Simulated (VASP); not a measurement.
# LiCl: single point with r2SCAN

The system is LiCl.

```
CELL_PARAMETERS angstrom
0.00000 2.54919 2.54919
2.54919 0.00000 2.54919
2.54919 2.54919 0.00000
ATOMIC_POSITIONS crystal
Li 0.00000 0.00000 0.00000
Cl 0.50000 0.50000 0.50000
```

```json
{"Program": "VASP 6.6.1", "Task": "single point", "Functional": "r2SCAN", "Potentials or basis": "VASP PAW PBE potentials, release 64 (Li_sv, Cl)", "Cutoff": "520 eV", "k mesh": "6 × 6 × 6", "Occupations": "methfessel-paxton, width 0.2205 eV", "Spin": "no spin polarisation", "Dipole correction": "no", "Further INCAR settings": "ALGO = Normal; EDIFF = 1e-06; NBANDS = 12"}
```

| Property | Result |
| --- | --- |
| Band gap on the k mesh | 7.41 eV, direct |

Levels at points of the mesh, in eV from the valence-band top:
| k point | band 1 | band 2 | band 3 | band 4 | band 5 | band 6 | band 7 | band 8 | band 9 | band 10 |
| --- | --- | --- | --- | --- | --- | --- | --- | --- | --- | --- |
| (0.00, 0.00, 0.00) | -44.79 | -14.05 | 0.00 | 0.00 | 0.00 | 7.41 | 12.68 | 12.68 | 12.68 | 15.43 |
| (0.50, 0.00, 0.00) | -44.78 | -13.44 | -2.92 | -0.28 | -0.28 | 7.56 | 10.32 | 10.32 | 14.41 | 18.11 |
| (0.50, 0.50, 0.00) | -44.78 | -13.18 | -3.02 | -1.16 | -1.16 | 8.81 | 8.90 | 13.74 | 15.57 | 15.57 |

It took 81 s on 1 thread of AMD EPYC 7R13, with other jobs on the host, peak memory 0.12 GiB.

 A k mesh can miss the band edges.
